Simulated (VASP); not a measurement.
# RbCl (Fm-3m) in VASP: settings compared, part 2 of 2

VASP 6.6.1. Earlier steps stand in the parts before.

**3. Single point, PBEsol**

This run uses another cell than the first one, of 35.04 Å³/atom, 1.080 times its volume.

INCAR

```
SYSTEM = RbCl
  PREC = Accurate
  ENCUT = 500
  EDIFF = 1E-6
  ISMEAR = -1
  SIGMA = 0.02
  LREAL = .FALSE.
  LASPH = .TRUE.
  NELM = 120
  ALGO = Normal
  ISIF = 2
  LWAVE = .FALSE.
  LCHARG = .TRUE.
  GGA = PS
  LELF = .TRUE.
  LVHAR = .TRUE.
  NBANDS = 15
  GGA_COMPAT = .FALSE.
```

KPOINTS

```
regular mesh
0
G
  6 6 6
  0 0 0
```

POSCAR

```
RbCl
1.0
    0.0000000000      3.2722132514      3.2722132514
    3.2722132514      0.0000000000      3.2722132514
    3.2722132514      3.2722132514      0.0000000000
Rb Cl
1 1
Direct
    0.0000000000      0.0000000000      0.0000000000
    0.5000000000      0.5000000000      0.5000000000
```

Potentials or basis: VASP PAW PBE potentials, release 64 (Rb_sv, Cl).

Run with:

```console
$ cat potpaw_PBE.64/Rb_sv/POTCAR potpaw_PBE.64/Cl/POTCAR > POTCAR
$ mpirun -np 1 vasp_std > vasp.out
```

OUTCAR:

```text
SYSTEM = RbCl
   PREC = Accurate
   ENCUT = 500
   EDIFF = 1E-6
   ISMEAR = -1
   LREAL = .FALSE.
   LASPH = .TRUE.
   NELM = 120
   ISIF = 2
   GGA = PS

 ion  position               nearest neighbor table
   1  0.000  0.000  0.000-   2 3.27   2 3.27   2 3.27   2 3.27   2 3.27   2 3.27
   2  0.500  0.500  0.500-   1 3.27   1 3.27   1 3.27   1 3.27   1 3.27   1 3.27

  LATTYP: Found a face centered cubic cell.
 ALAT       =     6.5444265028

  Lattice vectors:

 A1 = (   0.0000000000,   3.2722132514,   3.2722132514)
 A2 = (   3.2722132514,   0.0000000000,   3.2722132514)
 A3 = (   3.2722132514,   3.2722132514,   0.0000000000)

Analysis of symmetry for initial positions (statically):
=====================================================================
 Subroutine PRICEL returns:
 Original cell was already a primitive cell.

 Routine SETGRP: Setting up the symmetry group for a
 face centered cubic supercell.

 Subroutine GETGRP returns: Found 48 space group operations
 (whereof 48 operations were pure point group operations)
 out of a pool of 48 trial point group operations.

The static configuration has the point symmetry O_h .

Analysis of symmetry for dynamics (positions and initial velocities):
=====================================================================
 Subroutine PRICEL returns:
 Original cell was already a primitive cell.

 Routine SETGRP: Setting up the symmetry group for a
 face centered cubic supercell.

 Subroutine GETGRP returns: Found 48 space group operations
 (whereof 48 operations were pure point group operations)
 out of a pool of 48 trial point group operations.

The dynamic configuration has the point symmetry O_h .

 Subroutine INISYM returns: Found 48 space group operations
 (whereof 48 operations are pure point group operations),
 and found     1 'primitive' translations

----------------------------------------------------------------------------------------

                                     Primitive cell

  volume of cell :      70.0737

  direct lattice vectors                    reciprocal lattice vectors
     0.000000000  3.272213251  3.272213251    -0.152801777  0.152801777  0.152801777
     3.272213251  0.000000000  3.272213251     0.152801777 -0.152801777  0.152801777
     3.272213251  3.272213251  0.000000000     0.152801777  0.152801777 -0.152801777

  length of vectors
     4.627608359  4.627608359  4.627608359     0.264660441  0.264660441  0.264660441

  position of ions in fractional coordinates (direct lattice)
     0.000000000  0.000000000  0.000000000
     0.500000000  0.500000000  0.500000000

  ion indices of the primitive-cell ions
   primitive index   ion index
                 1           1
                 2           2

----------------------------------------------------------------------------------------

 KPOINTS: regular mesh

Automatic generation of k-mesh.
 Grid dimensions read from file:
 generate k-points for:    6    6    6

 Generating k-lattice:

  Cartesian coordinates                     Fractional coordinates (reciprocal lattice)
[... 21 lines left out ...]
  0.166667  0.166667  0.000000      6.000000
  0.333333  0.166667  0.000000     24.000000
[... 8 lines left out ...]
 -0.333333  0.333333  0.166667     24.000000
 -0.333333  0.500000  0.166667     12.000000
   k-points           NKPTS =     16   k-points in BZ     NKDIM =     16   number of bands    NBANDS=     15
   number of dos      NEDOS =    301   number of ions     NIONS =      2
   total plane-waves  NPLWV =  46656
   dimension x,y,z NGX =    36 NGY =   36 NGZ =   36
   dimension x,y,z NGXF=    72 NGYF=   72 NGZF=   72
   ions per type =               1   1
   NGX,Y,Z   is equivalent  to a cutoff of  12.93, 12.93, 12.93 a.u.
   NGXF,Y,Z  is equivalent  to a cutoff of  25.87, 25.87, 25.87 a.u.
 SYSTEM =  RbCl
   PREC   = accura    normal or accurate (medium, high low for compatibility)
   ISTART =      0    job   : 0-new  1-cont  2-samecut
   ICHARG =      2    charge: 1-file 2-atom 10-const
   ISPIN  =      1    spin polarized calculation?
   LNONCOLLINEAR =      F non collinear calculations
   LSORBIT =      F    spin-orbit coupling
   LASPH  =      T    aspherical Exc in radial PAW
   ENCUT  =  500.0 eV  36.75 Ry    6.06 a.u.   8.44  8.44  8.44*2*pi/ulx,y,z
   NELM   =    120;   NELMIN=  2; NELMDL= -5     # of ELM steps
   EDIFF  = 0.1E-05   stopping-criterion for ELM
   LREAL  =      F    real-space projection
   EDIFFG = 0.1E-04   stopping-criterion for IOM
   NSW    =      0    number of steps for IOM
   IBRION =     -1    ionic relax: 0-MD 1-quasi-New 2-CG
   NFREE  =      0    steps in history (QN), initial steepest desc. (CG)
   ISIF   =      2    stress and relaxation
   ISYM   =      2    0-nonsym 1-usesym 2-fastsym
   POTIM  = 0.5000    time-step for ionic-motion
   TEBEG  =    0.0;   TEEND  =   0.0 temperature during run
   PSTRESS=    0.0 pullay stress
   NELECT =      16.0000    total number of electrons
   NUPDOWN=      -1.0000    fix difference up-down
   EMIN   =  10.00;   EMAX   =-10.00  energy-range for DOS
   EFERMI =   0.00;   METHOD = LEGACY
   ISMEAR =    -1;   SIGMA  =   0.02  broadening in eV -4-tet -1-fermi 0-gaus
   EFERMI_NEDOS =   21; number of points for ismear=-14 and -15
   IALGO  =     38    algorithm
   IMIX   =      4    mixing-type and parameters
     AMIX     =   0.40;   BMIX     =  1.00
     AMIX_MAG =   1.60;   BMIX_MAG =  1.00
  volume/ion in A,a.u.               =      35.04       236.44
  Fermi-wavevector in a.u.,A,eV,Ry     =   1.000606  1.890872 13.622329  1.001213
  Thomas-Fermi vector in A             =   2.132974
   LORBIT       =      0    0 simple, 1 ext, 2 COOP (PROOUT), +10 PAW based schemes
   GGA     = PS    functional components
   LHFCALC =     F    Hartree Fock is set to
   AEXX    =    0.0000 exact exchange contribution
   IVDW    =     0    specifies the selected vdW correction
   LEPSILON=     F    determine dielectric tensor
   LRPA    =     F    only Hartree local field effects (RPA)
 non-spin polarized calculation
  energy-cutoff  :      500.00
  volume of cell :       70.07
 maximum number of plane-waves:      1807
 NGX is ok and might be reduce to    36
   NGX = 17   NGY = 17   NGZ = 17

 number of electron      16.0000001 magnetization

 Free energy of the ion-electron system (eV)
  ---------------------------------------------------
  ext. energy  EPLUGINS =         0.00000000
  ---------------------------------------------------
  free energy    TOTEN  =        -6.89452459 eV

  energy without entropy =       -6.89452459  energy(sigma->0) =       -6.89452459

 E-fermi :  -1.4075     XC(G=0):  -7.5974

 val. band max:       -1.8879364461   @ k =   0.0000   0.0000   0.0000
 cond. band min:       3.0042009050   @ k =   0.0000   0.0000   0.0000
 fundamental gap:      4.8921373511
 Fermi energy:        -1.4074949159

 k-point     1 :       0.0000    0.0000    0.0000
  band No.  band energies     occupation
      1     -25.7252      2.00000
      2     -13.8723      2.00000
      3      -9.7851      2.00000
      4      -9.7851      2.00000
      5      -9.7851      2.00000
      6      -1.8879      2.00000
      7      -1.8879      2.00000
      8      -1.8879      2.00000
      9       3.0042      0.00000
     10       6.0256      0.00000
     11       6.0256      0.00000
     12       6.0256      0.00000
     13       7.0179      0.00000
     14       7.0179      0.00000
[... 257 lines left out ...]
      2     -13.8484      2.00000
      3     -10.0255      2.00000
      4      -9.9393      2.00000
      5      -9.8024      2.00000
      6      -2.2698      2.00000
      7      -2.1809      2.00000
      8      -2.0713      2.00000
      9       4.9019      0.00000
     10       6.5974      0.00000
     11       6.8880      0.00000
     12       7.9426      0.00000
     13       8.9633      0.00000
     14       9.9351      0.00000
     15      10.4078      0.00000

------------------------ aborting loop because EDIFF is reached ----------------------------------------

  FORCE on cell =-STRESS in cart. coord.  units (eV):
  Direction    XX          YY          ZZ          XY          YZ          ZX
  --------------------------------------------------------------------------------------
  -------------------------------------------------------------------------------------
  Total        0.0015043      0.0015043      0.0015043      0.0000000      0.0000000      0.0000000
  in kB        0.0343936      0.0343936      0.0343936      0.0000000      0.0000000      0.0000000
  external PRESSURE =       0.0343936 kB  Pullay stress =       0.0000000 kB

 VOLUME and BASIS-vectors are now :
 -----------------------------------------------------------------------------
  energy-cutoff  :      500.00
  volume of cell :       70.07
      direct lattice vectors                 reciprocal lattice vectors
     0.000000000  3.272213251  3.272213251    -0.152801777  0.152801777  0.152801777
     3.272213251  0.000000000  3.272213251     0.152801777 -0.152801777  0.152801777
     3.272213251  3.272213251  0.000000000     0.152801777  0.152801777 -0.152801777

 POSITION                                       TOTAL-FORCE (eV/Angst)
 -----------------------------------------------------------------------------------
      0.00000      0.00000      0.00000         0.000000      0.000000      0.000000
      3.27221      3.27221      3.27221        -0.000000     -0.000000     -0.000000
 -----------------------------------------------------------------------------------
    total drift:                                0.000000      0.000000      0.000000

  FREE ENERGIE OF THE ION-ELECTRON SYSTEM (eV)
  ---------------------------------------------------
  free  energy   TOTEN  =        -6.8945245858 eV

  energy  without entropy=       -6.8945245858  energy(sigma->0) =       -6.89452459
```

It took 15 s on 1 thread of AMD EPYC 9R45 (Zen 5), shared host; peak memory 0.17 GiB.

What came out:

```yaml
Free_energy: -6.8945 eV
Pressure: 0.0 GPa
Band_gap_on_the_k_mesh: 4.89 eV, direct
```

Levels at points of the mesh, in eV from the valence-band top:
```csv
k point,band 6,band 7,band 8,band 9,band 10,band 11
"(0.00, 0.00, 0.00)",0.00,0.00,0.00,4.89,7.91,7.91
"(0.50, 0.00, 0.00)",-0.92,-0.36,-0.36,7.65,7.93,10.15
"(0.50, 0.50, 0.00)",-0.33,-0.10,-0.10,6.07,8.02,9.65
```

Caveat: the PAW data sets were made with another functional, which shifts forces and pressure a little. As with any semilocal functional, this PBEsol gap is likely too small.

**4. Single point, LDA**

This run uses another cell than the first one, of 36.12 Å³/atom, 1.114 times its volume.

INCAR

```
SYSTEM = RbCl
ALGO = Normal ; EDIFF = 1E-6
ENCUT = 500 ; GGA = CA
GGA_COMPAT = .False. ; ISIF = 2
ISMEAR = 0 ; LASPH = .True.
LCHARG = .False. ; LREAL = .False.
LWAVE = .False. ; NBANDS = 15
NELM = 120 ; PREC = Accurate
SIGMA = 0.01
```

KPOINTS

```
k-points
0
Gamma
  6 6 6
  0 0 0
```

POSCAR

```
RbCl
1.0
    0.0000000000      3.3057261382      3.3057261382
    3.3057261382      0.0000000000      3.3057261382
    3.3057261382      3.3057261382      0.0000000000
Rb Cl
1 1
Direct
    0.0000000000      0.0000000000      0.0000000000
    0.5000000000      0.5000000000      0.5000000000
```

Potentials or basis: VASP PAW LDA potentials, release 64 (Rb_sv, Cl).

Run with:

```console
$ cat potpaw_LDA.64/Rb_sv/POTCAR potpaw_LDA.64/Cl/POTCAR > POTCAR
$ mpirun -np 1 vasp_std > vasp.out
```

Run time: 12 s. Hardware: 1 thread of AMD EPYC 9R45 (Zen 5), shared host; peak memory 0.14 GiB.

It converged, with:

| Quantity | Value |
| --- | --- |
| Free energy | -7.2242 eV |
| Pressure | -1.8 GPa |
| Band gap on the k mesh | 4.52 eV, direct |

Levels at points of the mesh, in eV from the valence-band top:
```csv
k point,band 6,band 7,band 8,band 9,band 10,band 11
"(0.00, 0.00, 0.00)",0.00,0.00,0.00,4.52,7.70,7.70
"(0.50, 0.00, 0.00)",-0.91,-0.35,-0.35,7.30,7.58,9.86
"(0.50, 0.50, 0.00)",-0.34,-0.11,-0.11,5.86,7.65,9.20
```

**5. Single point, PBE**

This run uses another cell than the first one, of 37.57 Å³/atom, 1.158 times its volume.

INCAR

```
  PREC = Accurate
  ENCUT = 500
  EDIFF = 1E-6
  ISMEAR = -1
  SIGMA = 0.02
  LREAL = F
  LASPH = T
  NELM = 120
  ALGO = Normal
  ISIF = 2
  LWAVE = F
  LCHARG = F
  GGA = PE
  NBANDS = 15
  GGA_COMPAT = F
```

KPOINTS

```
regular mesh
0
Gamma
  6 6 6
```

POSCAR

```
RbCl
1.0
    0.0000000000      3.3491260046      3.3491260046
    3.3491260046      0.0000000000      3.3491260046
    3.3491260046      3.3491260046      0.0000000000
Rb Cl
1 1
Direct
    0.0000000000      0.0000000000      0.0000000000
    0.5000000000      0.5000000000      0.5000000000
```

Potentials or basis: VASP PAW PBE potentials, release 64 (Rb_sv, Cl).

Run with:

```console
$ cat potpaw_PBE.64/Rb_sv/POTCAR potpaw_PBE.64/Cl/POTCAR > POTCAR
$ mpirun -np 1 vasp_std > vasp.out
```

Wall time 14 s (1 thread of AMD EPYC 9R45 (Zen 5), shared host); peak memory 0.17 GiB.

Results (log left out):

```
Free energy            : -6.6758 eV
Pressure               : 0.0 GPa
Band gap on the k mesh : 4.83 eV, direct
```

Levels at points of the mesh, in eV from the valence-band top:
| k point | band 5 | band 6 | band 7 | band 8 | band 9 | band 10 | band 11 | band 12 |
| --- | --- | --- | --- | --- | --- | --- | --- | --- |
| (0.00, 0.00, 0.00) | -8.10 | 0.00 | 0.00 | 0.00 | 4.83 | 7.95 | 7.95 | 7.95 |
| (0.50, 0.00, 0.00) | -8.09 | -0.79 | -0.30 | -0.30 | 7.57 | 7.78 | 9.96 | 9.96 |
| (0.50, 0.50, 0.00) | -8.18 | -0.32 | -0.10 | -0.10 | 6.24 | 7.83 | 9.42 | 9.95 |

**6. Single point, r2SCAN**

This run uses another cell than the first one, of 36.12 Å³/atom, 1.114 times its volume.

POSCAR

```
RbCl
1.0
    0.0000000000      3.3057261382      3.3057261382
    3.3057261382      0.0000000000      3.3057261382
    3.3057261382      3.3057261382      0.0000000000
Rb Cl
1 1
Direct
    0.0000000000      0.0000000000      0.0000000000
    0.5000000000      0.5000000000      0.5000000000
```

INCAR.step1

```
SYSTEM = RbCl
PREC = Accurate
ENCUT = 550
ISMEAR = -1
SIGMA = 0.02
LREAL = .False.
LASPH = .True.
NELM = 120
NBANDS = 15
GGA = PE
ALGO = Normal
EDIFF = 1E-5
LWAVE = .True.
LCHARG = .False.
GGA_COMPAT = .False.
```

INCAR.step2

```
SYSTEM = RbCl
PREC = Accurate
ENCUT = 550
EDIFF = 1E-6
ISMEAR = -1
SIGMA = 0.02
LREAL = .False.
LASPH = .True.
NELM = 120
ALGO = Normal
ISIF = 2
LWAVE = .False.
LCHARG = .False.
METAGGA = R2SCAN
LMIXTAU = .True.
NBANDS = 15
ISTART = 1
GGA_COMPAT = .False.
```

KPOINTS

```
regular mesh
0
Gamma
  6 6 6
  0 0 0
```

Potentials or basis: VASP PAW PBE potentials, release 64 (Rb_sv, Cl).

Run with:

```console
$ cat potpaw_PBE.64/Rb_sv/POTCAR potpaw_PBE.64/Cl/POTCAR > POTCAR
$ cp INCAR.step1 INCAR
$ mpirun -np 1 vasp_std > vasp.out
$ cp INCAR.step2 INCAR
$ mpirun -np 1 vasp_std > vasp.out
```

Run time: 65 s. Hardware: 1 thread of AMD EPYC 9R45 (Zen 5), shared host; peak memory 0.18 GiB.

The run converged. Its results:

| Quantity | Value |
| --- | --- |
| Free energy | -24.3856 eV |
| Pressure | 0.0 GPa |
| Band gap on the k mesh | 5.56 eV, direct |

Levels at points of the mesh, in eV from the valence-band top:
| k point | band 5 | band 6 | band 7 | band 8 | band 9 | band 10 | band 11 | band 12 |
| --- | --- | --- | --- | --- | --- | --- | --- | --- |
| (0.00, 0.00, 0.00) | -8.17 | 0.00 | 0.00 | 0.00 | 5.56 | 8.61 | 8.61 | 8.61 |
| (0.50, 0.00, 0.00) | -8.15 | -0.83 | -0.32 | -0.32 | 8.18 | 8.49 | 10.86 | 10.86 |
| (0.50, 0.50, 0.00) | -8.27 | -0.33 | -0.10 | -0.10 | 6.67 | 8.85 | 10.14 | 10.92 |

Caveat: the PAW data sets were made with another functional, which shifts forces and pressure a little. r2SCAN opens gaps a little over a GGA but as a rule still falls short of measured ones.

**7. The runs side by side**

| level | potentials or basis | cell | cutoff (eV) | smearing | gap on the mesh (eV) | pressure (GPa) |
| --- | --- | --- | --- | --- | --- | --- |
| LDA | VASP PAW LDA potentials, release 64 (Rb_sv, Cl) | a = 4.510 Å, angles 60.0°, 2 atoms | 500 | fermi-dirac 0.02 eV | 4.85 | 0.0 |
| PBEsol | VASP PAW PBE potentials, release 64 (Rb_sv, Cl) | a = 4.628 Å, angles 60.0°, 2 atoms | 500 | fermi-dirac 0.02 eV | 4.89 | 0.0 |
| LDA | VASP PAW LDA potentials, release 64 (Rb_sv, Cl) | a = 4.675 Å, angles 60.0°, 2 atoms | 500 | gaussian 0.01 eV | 4.52 | -1.8 |
| PBE | VASP PAW PBE potentials, release 64 (Rb_sv, Cl) | a = 4.736 Å, angles 60.0°, 2 atoms | 500 | fermi-dirac 0.02 eV | 4.83 | 0.0 |
| r2SCAN | VASP PAW PBE potentials, release 64 (Rb_sv, Cl) | a = 4.675 Å, angles 60.0°, 2 atoms | 550 | fermi-dirac 0.02 eV | 5.56 | 0.0 |

Alike in all rows: task single point; no spin polarisation; k mesh 6 × 6 × 6.

Caveats: the PAW data sets were made with another functional, which shifts forces and pressure a little (some runs).

Absolute energies hang on the potentials; compare differences alone.
